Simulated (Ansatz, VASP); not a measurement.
One calculation of ZnSe, two programs

INCAR

```
  PREC = Accurate
  ENCUT = 520
  EDIFF = 1E-7
  ISMEAR = 0
  SIGMA = 0.02
  LREAL = F
  LASPH = T
  NELM = 80
  ALGO = Normal
  ISIF = 2
  LWAVE = F
  LCHARG = F
  GGA = PE
  NBANDS = 16
```

KPOINTS

```
regular mesh
0
Gamma
  8 8 8
```

File POSCAR:

```
ZnSe
1.0
    0.0000000000      2.9540097960      2.9540097960
    2.9540097960      0.0000000000      2.9540097960
    2.9540097960      2.9540097960      0.0000000000
Zn Se
1 1
Direct
    0.0000000000      0.0000000000      0.0000000000
    0.7500000000      0.7500000000      0.7500000000
```

Input for Ansatz:

```yaml
crystal:
  lattice:
    - [0.0, 2.954009796, 2.954009796]
    - [2.954009796, 0.0, 2.954009796]
    - [2.954009796, 2.954009796, 0.0]
  atoms:
    - { symbol: Zn, position: [0.0, 0.0, 0.0] }
    - { symbol: Se, position: [0.75, 0.75, 0.75] }
basis:
  ecutwfc: 420
kpoints:
  mp_grid: { grid: [8, 8, 8] }
hamiltonian:
  xc: pbe
scf:
  occupations: { method: gaussian, width: 0.02 }
output:
  forces: true
  stress: true
  eigenvalues: true
```

Alike in both runs: task single point; functional PBE; k mesh 8 × 8 × 8; occupations gaussian, width 0.02 eV; no spin polarisation.

|  | VASP | Ansatz |
| --- | --- | --- |
| version | VASP 6.6.1 | Ansatz 0.2.0 |
| potentials or method | VASP PAW PBE potentials, release 64 (Zn, Se), cutoff 520 eV | scalar-relativistic, plane waves, PAW |
| valence electrons in the cell | 18 | 28 |

|  | VASP | Ansatz | Ansatz less VASP |
| --- | --- | --- | --- |
| gap on the k mesh at the Fermi level (eV) | 0.81 | 0.81 | +0.001 |
| least direct gap on the mesh (eV) | 0.81 | 0.81 | +0.001 |
| pressure (GPa) | -4.0 | -4.2 | -0.13 |

VASP's potentials hold 18 valence electrons a cell and Ansatz's 28, so a difference there can come from the potentials and not from the codes.
